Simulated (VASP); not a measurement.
Hg:

```
Hg
1.0
     0.00000    3.04968    3.04968
     3.04968    0.00000    3.04968
     3.04968    3.04968    0.00000
Hg
2
Cartesian
  -0.7624 -0.7624 -0.7624
  0.7624 0.7624 0.7624
```

```yaml
Program: VASP 6.6.1
Task: relaxation of cell and atoms
Functional: LDA
Potentials_or_basis: VASP PAW LDA potentials, release 64 (Hg_sv_GW)
Cutoff: 550 eV
k_mesh: 12 × 12 × 12
Occupations: fermi-dirac, width 0.05 eV
Spin: no spin polarisation
```

At the start: pressure 7.8 GPa; volume 28.36 Å³/atom.

Task: How do energy, volume and symmetry change on relaxing?

Result: Over 3 steps the energy falls by 84.5 meV/atom and the volume is 32.44 Å³/atom (+14.4 %); space group Fd-3m (No. 227, to 0.1 Å) before and after.

Step by step:
```tsv
step	energy change (eV)	largest force (eV/Å)	pressure (GPa)	volume (Å³)
1	0.0000	0.0000	7.76	56.73
2	-0.1470	0.0000	-1.74	68.76
3	-0.1691	0.0000	-0.01	64.88
```

Final structure:
```xyz
2
Lattice="0.0000 3.1892 3.1892 3.1892 0.0000 3.1892 3.1892 3.1892 0.0000" Properties=species:S:1:pos:R:3 pbc="T T T"
Hg    5.5811    5.5811    5.5811
Hg    0.7973    0.7973    0.7973
```
